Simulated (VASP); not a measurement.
# P: electric field gradients with PBEsol

The system is P.

```
CELL_PARAMETERS angstrom
4.27290 0.04273 0.04273
0.04273 4.27290 0.04273
0.04378 0.04378 4.37800
ATOMIC_POSITIONS crystal
P 0.00000 0.00000 0.00000
```

This cell differs from its parent crystal: equal xy, yz and zx shear strains of +2 %.

```yaml
Program: VASP 6.6.1
Task: electric field gradients
Functional: PBEsol
Potentials_or_basis: VASP PAW PBE potentials, release 64 (P)
Cutoff: 400 eV
k_mesh: 10 × 10 × 9
Occupations: fermi-dirac, width 0.08 eV
Spin: no spin polarisation
Dipole_correction: no
Further_INCAR_settings: ALGO = Normal; EDIFF = 1e-08; NBANDS = 8
```

```json
{
 "Pressure": "-3.8 GPa",
 "Band gap on the k mesh": "zero (an odd number of electrons rules out a gap without spin polarisation)",
 "Largest electric field gradient by atom": "P +1.1 V/Å²"
}
```

Stress tensor (GPa, compression positive):
```
-3.94 -0.08 -0.07
-0.08 -3.94 -0.07
-0.07 -0.07 -3.47
```

Levels at points of the mesh, in eV from the Fermi level:
| k point | band 1 | band 2 | band 3 | band 4 | band 5 |
| --- | --- | --- | --- | --- | --- |
| (0.00, 0.00, 0.00) | -8.73 | 0.44 | 0.54 | 0.56 | 4.62 |
| (0.50, 0.00, 0.00) | -8.56 | -0.84 | 0.60 | 0.70 | 6.50 |
| (0.50, 0.50, 0.00) | -8.40 | -0.56 | -0.52 | 0.73 | 5.86 |

Electric field gradients, principal values (V/Å²):
```tsv
atom	least	middle	greatest (by size)
1 P	-0.157	-0.972	1.129
```

It took 78 s on 1 thread of Intel Xeon 8259CL, on a shared host, peak memory 0.22 GiB.

Caveat: the cell differs from its parent crystal (equal xy, yz and zx shear strains of +2 %); the cell stands under tension; without QUAD_EFG the Cq values of the log hold for a quadrupole moment of 1 mb, not for the nuclei; the PAW data sets were made with another functional, which shifts forces and pressure a little.
